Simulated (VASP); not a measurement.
# AlN (P6_3/mmc) in VASP: notebook, part 2 of 2

VASP 6.6.1. Earlier steps stand in the parts before.

## Step 4: Single point, LDA

This run uses another cell than the first one, of 9.53 Å³/atom.

Input file INCAR:

```
SYSTEM = AlN
PREC = Accurate ; ENCUT = 600
EDIFF = 1E-6 ; ISMEAR = 0
SIGMA = 0.02 ; LREAL = .FALSE.
LASPH = .TRUE. ; NELM = 120
ALGO = Normal ; ISIF = 2
LWAVE = .FALSE. ; LCHARG = .FALSE.
NBANDS = 16 ; GGA_COMPAT = .FALSE.
```

Input file KPOINTS:

```
Automatic mesh
0
G
  9 9 6
  0 0 0
```

Input file POSCAR:

```
AlN
1.0
    3.2757107509      0.0000000000      0.0000000000
   -1.6378553754      2.8368487257      0.0000000000
    0.0000000000      0.0000000000      4.1004914702
Al N
2 2
Direct
    0.3333333333      0.6666666667      0.0000000000
    0.6666666667      0.3333333333      0.5000000000
    0.3333333333      0.6666666667      0.5000000000
    0.6666666667      0.3333333333      1.0000000000
```

The run is started by

```console
$ cat potpaw_LDA.64/Al/POTCAR potpaw_LDA.64/N/POTCAR > POTCAR
$ mpirun -np 1 vasp_std > vasp.out
```

Wall time 26 s (1 thread of Intel Xeon 6975P-C (Granite Rapids), shared host); peak memory 0.15 GiB.

It converged, with:

```
Free energy            : -32.4840 eV
Pressure               : 0.5 GPa
Band gap on the k mesh : 3.63 eV
```

Stress tensor (GPa, compression positive):
```
0.62 0.00 0.00
0.00 0.62 0.00
0.00 0.00 0.38
```

Levels at points of the mesh, in eV from the valence-band top:
```
           k point  band 5  band 6  band 7  band 8  band 9  band 10  band 11  band 12
(0.00, 0.00, 0.00)   -3.39   -1.63   -1.63    0.00    3.63     4.59     8.26     8.26
(0.00, 0.00, 0.50)   -2.55   -2.55   -2.55   -2.55    5.87     5.87     8.41     8.41
```

Caveat: an odd mesh through Γ misses points on the zone boundary, where band edges can lie.

## Step 5: Relaxation of cell and atoms, LDA

This run uses another cell than the first one, of 9.53 Å³/atom.

Input file INCAR:

```
SYSTEM = AlN
PREC = Accurate
ENCUT = 600
EDIFF = 1E-7
ISMEAR = 0
SIGMA = 0.02
LREAL = .FALSE.
LASPH = .TRUE.
NELM = 120
ALGO = Normal
ISIF = 3
LWAVE = .FALSE.
LCHARG = .FALSE.
GGA = CA
IBRION = 2
NSW = 100
EDIFFG = -0.002
GGA_COMPAT = .FALSE.
NELMIN = 4
```

KPOINTS is that of step 4.

POSCAR is that of step 4.

Potentials or basis: VASP PAW LDA potentials, release 64 (Al, N).

The run is started by

```console
$ cat potpaw_LDA.64/Al/POTCAR potpaw_LDA.64/N/POTCAR > POTCAR
$ mpirun -np 1 vasp_std > vasp.out
```

OUTCAR:

```text
SYSTEM = AlN
   PREC = Accurate
   ENCUT = 600
   EDIFF = 1E-7
   ISMEAR = 0
   LREAL = .FALSE.
   LASPH = .TRUE.
   NELM = 120
   ISIF = 3
   GGA = CA
   IBRION = 2
   NSW = 100
   EDIFFG = -0.002
   NELMIN = 4

 ion  position               nearest neighbor table
   1  0.333  0.667  0.000-   4 1.89   4 1.89   4 1.89   3 2.05   3 2.05   2 2.79   2 2.79   2 2.79
                             2 2.79   2 2.79   2 2.79
   2  0.667  0.333  0.500-   3 1.89   3 1.89   3 1.89   4 2.05   4 2.05   1 2.79   1 2.79   1 2.79
                             1 2.79   1 2.79   1 2.79
   3  0.333  0.667  0.500-   2 1.89   2 1.89   2 1.89   1 2.05   1 2.05
   4  0.667  0.333  0.000-   1 1.89   1 1.89   1 1.89   2 2.05   2 2.05

  LATTYP: Found a hexagonal cell.
 ALAT       =     3.2757107509
 C/A-ratio  =     1.2517867974

  Lattice vectors:

 A1 = (   3.2757107509,   0.0000000000,   0.0000000000)
 A2 = (  -1.6378553754,   2.8368487257,   0.0000000000)
 A3 = (   0.0000000000,   0.0000000000,   4.1004914702)

Analysis of symmetry for initial positions (statically):
=====================================================================
 Subroutine PRICEL returns:
 Original cell was already a primitive cell.

 Routine SETGRP: Setting up the symmetry group for a
 hexagonal supercell.

 Subroutine GETGRP returns: Found 24 space group operations
 (whereof 12 operations were pure point group operations)
 out of a pool of 24 trial point group operations.

The static configuration has the point symmetry D_3h.
 The point group associated with its full space group is D_6h.

Analysis of symmetry for dynamics (positions and initial velocities):
=====================================================================
 Subroutine PRICEL returns:
 Original cell was already a primitive cell.

 Routine SETGRP: Setting up the symmetry group for a
 hexagonal supercell.

 Subroutine GETGRP returns: Found 24 space group operations
 (whereof 12 operations were pure point group operations)
 out of a pool of 24 trial point group operations.

The dynamic configuration has the point symmetry D_3h.
 The point group associated with its full space group is D_6h.

 Subroutine INISYM returns: Found 24 space group operations
 (whereof 12 operations are pure point group operations),
 and found     1 'primitive' translations

----------------------------------------------------------------------------------------

                                     Primitive cell

  volume of cell :      38.1046

  direct lattice vectors                    reciprocal lattice vectors
     3.275710751  0.000000000  0.000000000     0.305277259  0.176251908  0.000000000
    -1.637855375  2.836848726  0.000000000     0.000000000  0.352503816  0.000000000
     0.000000000  0.000000000  4.100491470     0.000000000  0.000000000  0.243873206

  length of vectors
     3.275710751  3.275710751  4.100491470     0.352503816  0.352503816  0.243873206

  position of ions in fractional coordinates (direct lattice)
     0.333333333  0.666666667  0.000000000
     0.666666667  0.333333333  0.500000000
     0.333333333  0.666666667  0.500000000
     0.666666667  0.333333333  0.000000000

[... 68 lines left out ...]
 SYSTEM =  AlN
   PREC   = accura    normal or accurate (medium, high low for compatibility)
   ISTART =      0    job   : 0-new  1-cont  2-samecut
   ICHARG =      2    charge: 1-file 2-atom 10-const
   ISPIN  =      1    spin polarized calculation?
   LNONCOLLINEAR =      F non collinear calculations
   LSORBIT =      F    spin-orbit coupling
   LASPH  =      T    aspherical Exc in radial PAW
   ENCUT  =  600.0 eV  44.10 Ry    6.64 a.u.   6.54  6.54  8.19*2*pi/ulx,y,z
   NELM   =    120;   NELMIN=  4; NELMDL= -5     # of ELM steps
   EDIFF  = 0.1E-06   stopping-criterion for ELM
   LREAL  =      F    real-space projection
   EDIFFG = -.2E-02   stopping-criterion for IOM
   NSW    =    100    number of steps for IOM
   IBRION =      2    ionic relax: 0-MD 1-quasi-New 2-CG
   NFREE  =      1    steps in history (QN), initial steepest desc. (CG)
   ISIF   =      3    stress and relaxation
   ISYM   =      2    0-nonsym 1-usesym 2-fastsym
   POTIM  = 0.5000    time-step for ionic-motion
   TEBEG  =    0.0;   TEEND  =   0.0 temperature during run
   PSTRESS=    0.0 pullay stress
   NELECT =      16.0000    total number of electrons
   NUPDOWN=      -1.0000    fix difference up-down
   EMIN   =  10.00;   EMAX   =-10.00  energy-range for DOS
   EFERMI =   0.00;   METHOD = LEGACY
   ISMEAR =     0;   SIGMA  =   0.02  broadening in eV -4-tet -1-fermi 0-gaus
   EFERMI_NEDOS =   21; number of points for ismear=-14 and -15
   IALGO  =     38    algorithm
   IMIX   =      4    mixing-type and parameters
     AMIX     =   0.40;   BMIX     =  1.00
     AMIX_MAG =   1.60;   BMIX_MAG =  1.00
  volume/ion in A,a.u.               =       9.53        64.29
  Fermi-wavevector in a.u.,A,eV,Ry     =   1.225902  2.316618 20.447308  1.502835
  Thomas-Fermi vector in A             =   2.360922
   LORBIT       =      0    0 simple, 1 ext, 2 COOP (PROOUT), +10 PAW based schemes
   GGA     = CA    functional components
   LHFCALC =     F    Hartree Fock is set to
   AEXX    =    0.0000 exact exchange contribution
   IVDW    =     0    specifies the selected vdW correction
   LEPSILON=     F    determine dielectric tensor
   LRPA    =     F    only Hartree local field effects (RPA)
 conjugate gradient relaxation of ions
 non-spin polarized calculation
 Gauss-broadening in eV      SIGMA  =   0.02
  energy-cutoff  :      600.00
  volume of cell :       38.10
 maximum number of plane-waves:      1295
 NGX is ok and might be reduce to    28
   NGX = 13   NGY = 13   NGZ = 17

--------------------------------------- Ionic step        1  -------------------------------------------

 number of electron      16.0000002 magnetization

 Free energy of the ion-electron system (eV)
  ---------------------------------------------------
  ext. energy  EPLUGINS =         0.00000000
  ---------------------------------------------------
  free energy    TOTEN  =       -32.48404478 eV

  energy without entropy =      -32.48404478  energy(sigma->0) =      -32.48404478

------------------------ aborting loop because EDIFF is reached ----------------------------------------

  FORCE on cell =-STRESS in cart. coord.  units (eV):
  Direction    XX          YY          ZZ          XY          YZ          ZX
  --------------------------------------------------------------------------------------
  -------------------------------------------------------------------------------------
  Total        0.1551524      0.1551524      0.1012868      0.0000000      0.0000000     -0.0000000
  in kB        6.5236601      6.5236601      4.2587872      0.0000000      0.0000000     -0.0000000
  external PRESSURE =       5.7687025 kB  Pullay stress =       0.0000000 kB
[... 139 lines left out ...]
--------------------------------------- Ionic step        5  -------------------------------------------

 number of electron      16.0000002 magnetization

 Free energy of the ion-electron system (eV)
  ---------------------------------------------------
  ext. energy  EPLUGINS =         0.00000000
  ---------------------------------------------------
  free energy    TOTEN  =       -32.48422359 eV

  energy without entropy =      -32.48422359  energy(sigma->0) =      -32.48422359

 E-fermi :   8.2515     XC(G=0): -11.6669

 val. band max:        8.1070848593   @ k =   0.0000   0.0000   0.0000
 cond. band min:      11.7197499927   @ k =   0.0000   0.0000   0.0000
 fundamental gap:      3.6126651334
 Fermi energy:         8.2514744069

 k-point     1 :       0.0000    0.0000    0.0000
  band No.  band energies     occupation
      1      -8.8069      2.00000
      2      -4.8147      2.00000
      3       1.0155      2.00000
      4       4.7226      2.00000
      5       4.7226      2.00000
      6       6.4829      2.00000
      7       6.4829      2.00000
      8       8.1071      2.00000
      9      11.7197      0.00000
     10      12.6817      0.00000
     11      16.3505      0.00000
     12      16.3505      0.00000
[... 331 lines left out ...]
 k-point    24 :       0.3333    0.3333    0.1667
  band No.  band energies     occupation
      1      -6.0204      2.00000
      2      -6.0204      2.00000
      3       1.3336      2.00000
      4       2.4361      2.00000
      5       2.4361      2.00000
      6       5.0632      2.00000
      7       5.4859      2.00000
      8       5.4859      2.00000
      9      13.8433      0.00000
     10      14.3349      0.00000
     11      17.1969      0.00000
     12      17.1969      0.00000

 [... further k-points ...]

------------------------ aborting loop because EDIFF is reached ----------------------------------------

  FORCE on cell =-STRESS in cart. coord.  units (eV):
  Direction    XX          YY          ZZ          XY          YZ          ZX
  --------------------------------------------------------------------------------------
  -------------------------------------------------------------------------------------
  Total        0.0042126      0.0042126     -0.0030594      0.0000000     -0.0000000      0.0000000
  in kB        0.1766941      0.1766941     -0.1283228      0.0000000     -0.0000000      0.0000000
  external PRESSURE =       0.0750218 kB  Pullay stress =       0.0000000 kB
[... 19 lines left out ...]
  FREE ENERGIE OF THE ION-ELECTRON SYSTEM (eV)
  ---------------------------------------------------
  free  energy   TOTEN  =       -32.4842235857 eV

  energy  without entropy=      -32.4842235857  energy(sigma->0) =      -32.48422359

 reached required accuracy - stopping structural energy minimisation
```

Wall time 52 s (1 thread of Intel Xeon 6975P-C (Granite Rapids), shared host); peak memory 0.16 GiB.

What came out:

```
Free energy                           : -32.4842 eV
Relaxed volume                        : 9.55 Å³/atom
Relaxed cell                          : a = 3.279 Å, b = 3.279 Å, c = 4.103 Å, α = 90.00°, β = 90.00°, γ = 120.00°
Space group after relaxing (to 0.1 Å) : P6_3/mmc (No. 194)
Energy gained by relaxing             : 0.0 meV/atom
Ionic steps                           : 5
Pressure after relaxing               : 0.0 GPa
Band gap on the k mesh                : 3.61 eV
```

The path:
```
step  energy change (eV)  largest force (eV/Å)  pressure (GPa)  volume (Å³)
   1              0.0000                0.0000            0.58        38.10
   2              0.0000                0.0000           -0.57        38.29
   3             -0.0002                0.0000           -0.01        38.20
   4             -0.0002                0.0000            0.00        38.20
   5             -0.0002                0.0000            0.01        38.20
```

Final structure:
```
CELL_PARAMETERS angstrom
3.27890 0.00000 0.00000
-1.63945 2.83961 0.00000
0.00000 0.00000 4.10251
ATOMIC_POSITIONS crystal
Al 0.33333 0.66667 0.00000
Al 0.66667 0.33333 0.50000
N 0.33333 0.66667 0.50000
N 0.66667 0.33333 0.00000
```

Caveat: an odd mesh through Γ misses points on the zone boundary, where band edges can lie.

## Step 6: Relaxation of cell and atoms, LDA

INCAR: that of step 5 with these lines changed.

```diff
@@ -13,3 +13,2 @@
 LCHARG = .FALSE.
-GGA = CA
 IBRION = 2
```

Input file KPOINTS:

```
regular mesh
0
G
  9 9 6
  0 0 0
```

Input file POSCAR:

```
AlN
1.0
    3.1120000000      0.0000000000      0.0000000000
   -1.5560000000      2.6950710566      0.0000000000
    0.0000000000      0.0000000000      4.9820000000
Al N
2 2
Direct
    0.3333333333      0.6666666667      0.0000000000
    0.6666666667      0.3333333333      0.5000000000
    0.3333333333      0.6666666667      0.5000000000
    0.6666666667      0.3333333333      1.0000000000
```

Potentials or basis: VASP PAW LDA potentials, release 64 (Al, N).

The run is started by

```console
$ cat potpaw_LDA.64/Al/POTCAR potpaw_LDA.64/N/POTCAR > POTCAR
$ mpirun -np 1 vasp_std > vasp.out
```

It took 2.9 min on 1 thread of Intel Xeon 6975P-C (Granite Rapids), shared host; peak memory 0.17 GiB.

Results (log left out):

* Free energy: -32.4886 eV
* Relaxed volume: 9.55 Å³/atom
* Relaxed cell: a = 3.279 Å, b = 3.279 Å, c = 4.102 Å, α = 90.00°, β = 90.00°, γ = 120.00°
* Space group after relaxing (to 0.1 Å): P6_3/mmc (No. 194)
* Energy gained by relaxing: 176.1 meV/atom
* Ionic steps: 13
* Pressure after relaxing: 0.0 GPa
* Band gap on the k mesh: 3.61 eV

The path:
```
step  energy change (eV)  largest force (eV/Å)  pressure (GPa)  volume (Å³)
   1              0.0000                0.0000            4.43        41.78
   2             -0.2246                0.0000          -13.72        43.44
   3             -0.2242                0.0000          -13.27        43.39
   4             -0.4559                0.0000          -11.68        41.66
   5             -0.4321                0.0000           15.59        36.18
   6             -0.6454                0.0000           -7.48        39.85
   7             -0.6838                0.0000            1.87        37.84
   8             -0.6999                0.0000           -2.82        38.69
   9             -0.7010                0.0000           -2.07        38.53
  10             -0.7009                0.0000           -1.54        38.43
  11             -0.7042                0.0000           -0.15        38.22
  12             -0.7043                0.0000            0.12        38.18
  13             -0.7043                0.0000            0.02        38.20
```

Final structure:
```yaml
crystal:
  lattice:
    - [3.27916, 0.00000, 0.00000]
    - [-1.63958, 2.83984, 0.00000]
    - [0.00000, 0.00000, 4.10211]
  atoms:
    - { symbol: Al, position: [0.33333, 0.66667, 0.00000] }
    - { symbol: Al, position: [0.66667, 0.33333, 0.50000] }
    - { symbol: N, position: [0.33333, 0.66667, 0.50000] }
    - { symbol: N, position: [0.66667, 0.33333, 0.00000] }
```

Levels at points of the mesh, in eV from the valence-band top:
```
           k point  band 4  band 5  band 6  band 7  band 8  band 9  band 10  band 11  band 12
(0.00, 0.00, 0.00)   -3.38   -3.38   -1.62   -1.62    0.00    3.61     4.57     8.24     8.24
(0.00, 0.00, 0.50)   -3.72   -2.55   -2.55   -2.55   -2.55    5.86     5.86     8.40     8.40
```

Caveat: a cell axis changed by over 15 % at a fixed basis, so the end point is rough; an odd mesh through Γ misses points on the zone boundary, where band edges can lie.

## Step 7: Summary

| task | cell | k mesh | smearing | gap on the mesh (eV) | pressure (GPa) | relaxed volume (Å³/atom) |
| --- | --- | --- | --- | --- | --- | --- |
| single point | a = 3.112, b = 3.112, c = 4.982 Å, angles 90.0, 90.0, 120.0°, 4 atoms | 6 × 6 × 4 | gaussian 0.1 eV | 2.74 | 4.4 | - |
| single point | a = 3.276, b = 3.276, c = 4.100 Å, angles 90.0, 90.0, 120.0°, 4 atoms | 9 × 9 × 6 | gaussian 0.02 eV | 3.63 | 0.5 | - |
| relaxation of cell and atoms | relaxed from a = 3.276, b = 3.276, c = 4.100 Å, angles 90.0, 90.0, 120.0°, 4 atoms | 9 × 9 × 6 | gaussian 0.02 eV | 3.61 | 0.0 | 9.55 |
| relaxation of cell and atoms | relaxed from a = 3.112, b = 3.112, c = 4.982 Å, angles 90.0, 90.0, 120.0°, 4 atoms | 9 × 9 × 6 | gaussian 0.02 eV | 3.61 | 0.0 | 9.55 |

Alike in all rows: level LDA; potentials or basis VASP PAW LDA potentials, release 64 (Al, N); no spin polarisation; cutoff (eV) 600.

Caveats: an odd mesh through Γ misses points on the zone boundary, where band edges can lie (at least some runs); the cell stands under pressure (at least some runs); a cell axis changed by over 15 % at a fixed basis, so the end point is rough (at least some runs).

Absolute energies hang on the potentials; compare differences alone.
